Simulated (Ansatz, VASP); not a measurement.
## La2O3 in VASP and in Ansatz

```xyz
5
Lattice="3.8830 0.0000 0.0000 -1.9415 3.3628 0.0000 0.0000 0.0000 5.9512" Properties=species:S:1:pos:R:3 pbc="T T T"
La    1.9415    1.1209    4.4993
La    0.0000    2.2419    1.4519
O     1.9415    1.1209    2.1032
O     0.0000    2.2419    3.8480
O     0.0000    0.0000    0.0000
```

Alike in both runs: functional LDA; k mesh 6 × 6 × 4; occupations gaussian, width 0.02 eV; no spin polarisation.

Ansatz relaxed the structure, and its values are those at the end. VASP's run is a single point on that final structure, the one shown.

|  | VASP | Ansatz |
| --- | --- | --- |
| version | VASP 6.6.1 | Ansatz 0.2.0 |
| potentials or method | VASP PAW LDA potentials, release 64 (La, O), cutoff 520 eV | scalar-relativistic, plane waves, PAW |
| valence electrons in the cell | 40 | 40 |

Ansatz gave:

| Item | Value |
| --- | --- |
| gap on the k mesh at the Fermi level (eV) | 3.74 |
| least direct gap on the mesh (eV) | 3.81 |
| pressure (GPa) | 0.0 |
| rms of the force components (eV/Å) | 0.000 |

Question: What did VASP give for the same quantities?

Answer: gap on the k mesh at the Fermi level (eV): 3.73; least direct gap on the mesh (eV): 3.80; pressure (GPa): 0.0; rms of the force components (eV/Å): 0.003.

Ansatz warns that its potentials were made for another functional, while VASP's fit it. LDA's correlation is that of Perdew and Zunger in VASP and of Perdew and Wang (1992) in Ansatz.

Neither program's run includes spin-orbit coupling.
